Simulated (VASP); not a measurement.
Tm2MgC2, 5 atoms in the cell. The structure is tetragonal, space group I4/mmm (No. 139). The conventional cell has a = 4.338 Å, b = 4.338 Å, c = 10.342 Å, α = 90.00°, β = 90.00°, γ = 90.00°. Tm (site symmetry 4mm) has 4 C at 2.30 Å within 3.0 Å. Mg (site symmetry 4/mmm) has 10 Tm at 3.36 to 3.56 Å and 8 C at 3.37 Å and 4 Mg at 4.34 Å within 4.4 Å. Within 3.1 Å of C (site symmetry -4m2) lie 4 Tm at 2.30 Å and 4 C at 3.07 Å. The cell was built from a structure type or drawn by symmetry, and may not be a known phase.

```yaml
Program: VASP 6.6.1
Task: single point
Functional: PBE
Potentials_or_basis: VASP PAW PBE potentials, release 64 (Tm_3, Mg, C), 4f in core
Cutoff: 600 eV
k_mesh: 6 × 6 × 6
Occupations: gaussian, width 0.2 eV
Spin: no spin polarisation
Dipole_correction: no
Mended: yes
Further_INCAR_settings: ALGO = Normal; EDIFF = 1e-06; NBANDS = 22
```

Potentials or basis: VASP PAW PBE potentials, release 64 (Tm_3, Mg, C), 4f in core.

Launch:

```sh
$ cat potpaw_PBE.64/Tm_3/POTCAR potpaw_PBE.64/Mg/POTCAR potpaw_PBE.64/C/POTCAR > POTCAR
$ mpirun -np 1 vasp_std > vasp.out
```

Hardware: 1 thread of Intel(R) Xeon(R) Platinum 8259CL CPU @ 2.50GHz (Skylake/Cascade Lake) (shared host).

Problem. Estimate the wall time of this run.

Solution. Wall time 2.1 min on 1 thread of Intel(R) Xeon(R) Platinum 8259CL CPU @ 2.50GHz (Skylake/Cascade Lake) (shared host), peak memory 0.37 GiB. Counts: scf iterations 14, k points 30.
